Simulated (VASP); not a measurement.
Crystal: Co.

```
Co
1.0
     0.00000    1.76910    1.76910
     1.76910    0.00000    1.76910
     1.76910    1.76910    0.00000
Co
1
Cartesian
  0.0000 0.0000 0.0000
```

This isn't the form of Co at room conditions, which is hcp.

- Program: VASP 6.6.1
- Task: relaxation of cell and atoms
- Functional: PBEsol
- Potentials or basis: VASP PAW PBE potentials, release 64 (Co_sv)
- Cutoff: 690 eV
- k mesh: 15 × 15 × 15
- Occupations: fermi-dirac, width 0.05 eV
- Spin: collinear spin, ferromagnetic start
- Starting moments: [1.7] μB

At the start: pressure -13.7 GPa; volume 11.07 Å³/atom.

Q: Where does the relaxation end?

A: Over 4 steps the energy falls by 29.8 meV/atom and the volume is 10.41 Å³/atom (-6.0 %); space group Fm-3m (No. 225, to 0.1 Å) before and after; moment 1.63 μB per cell.

The path:
```csv
step,energy change (eV),largest force (eV/Å),pressure (GPa),volume (Å³)
1,0.0000,0.0000,-13.69,11.07
2,0.0240,0.0000,23.19,9.63
3,-0.0298,0.0000,-0.41,10.43
4,-0.0298,0.0000,-0.03,10.41
```

Final structure:
```yaml
crystal:
  lattice:
    - [0.00000, 1.73313, 1.73313]
    - [1.73313, 0.00000, 1.73313]
    - [1.73313, 1.73313, 0.00000]
  atoms:
    - { symbol: Co, position: [0.00000, 0.00000, 0.00000] }
```

Caveat: the PAW data sets were made with another functional, which shifts forces and pressure a little.
